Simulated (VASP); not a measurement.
Write the native input for VASP 6.6.1 that does the following.

| Quantity | Value |
| --- | --- |
| Task | single point |
| Functional | PBE |
| Potentials or basis | VASP PAW PBE potentials, release 64 (Rh_pv) |
| Cutoff | 520 eV |
| k mesh | 16 × 16 × 16 |
| Occupations | fermi-dirac, width 0.08 eV |
| Spin | no spin polarisation |
| Dipole correction | no |
| Further INCAR settings | ALGO = Normal; EDIFF = 1e-06; NBANDS = 14 |

The structure of Rh lies in POSCAR:

```
Rh
1.0
   -0.0570465000      1.8730267500      1.8730267500
    1.8730267500     -0.0570465000      1.8730267500
    1.8730267500      1.8730267500     -0.0570465000
Rh
1
Direct
    0.0000000000      0.0000000000      0.0000000000
```

This cell differs from its parent crystal: equal xy, yz and zx shear strains of -3 %.

One way to write it, as run:

INCAR

```
SYSTEM = Rh
ALGO = Normal ; EDIFF = 1E-6
ENCUT = 520 ; GGA = PE
ISIF = 2 ; ISMEAR = -1
LASPH = .TRUE. ; LCHARG = .TRUE.
LELF = .TRUE. ; LREAL = .FALSE.
LVHAR = .TRUE. ; LWAVE = .FALSE.
NBANDS = 14 ; NELM = 60
PREC = Accurate ; SIGMA = 0.08
```

KPOINTS

```
k-points
0
G
  16 16 16
  0 0 0
```

Potentials or basis: VASP PAW PBE potentials, release 64 (Rh_pv).

Run with:

```sh
$ cat potpaw_PBE.64/Rh_pv/POTCAR > POTCAR
$ mpirun -np 1 vasp_std > vasp.out
```

Results of the run:

The pressure is 7.0 GPa and the band gap on the k mesh is zero (an odd number of electrons rules out a gap without spin polarisation).

Caveat: the cell differs from its parent crystal (equal xy, yz and zx shear strains of -3 %); the cell stands under pressure.

Wall time 22 s on 1 thread of Intel(R) Xeon(R) 6975P-C (Granite Rapids) (shared host), peak memory 0.18 GiB.
